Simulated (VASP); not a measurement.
A run of VASP 6.6.1:

File INCAR:

```
PREC = Accurate
ENCUT = 520
EDIFF = 1E-6
ISMEAR = 0
SIGMA = 0.15
LREAL = False
LASPH = True
NELM = 60
ALGO = Normal
ISIF = 2
LWAVE = False
LCHARG = True
GGA = PS
LELF = True
LVHAR = True
NBANDS = 16
```

KPOINTS

```
Automatic mesh
0
Gamma
  14 14 14
```

File POSCAR:

```
YSe
1.0
    0.0000000000      2.7600000000      2.9900000000
    2.7600000000      0.0000000000      2.9900000000
    2.7600000000      2.7600000000      0.0000000000
Y Se
1 1
Direct
    0.0000000000      0.0000000000      0.0000000000
    0.5000000000      0.5000000000      0.5000000000
```

Potentials or basis: VASP PAW PBE potentials, release 64 (Y_sv, Se).

Command:

```sh
$ cat potpaw_PBE.64/Y_sv/POTCAR potpaw_PBE.64/Se/POTCAR > POTCAR
$ mpirun -np 1 vasp_std > vasp.out
```

Hardware: 1 thread of Intel(R) Xeon(R) Platinum 8259CL CPU @ 2.50GHz (Skylake/Cascade Lake), with other jobs on the host.

How long does it take, and how much memory?

Wall time 2.6 min on 1 thread of Intel(R) Xeon(R) Platinum 8259CL CPU @ 2.50GHz (Skylake/Cascade Lake) (shared host), peak memory 0.34 GiB. Counts: scf iterations 13, k points 244.
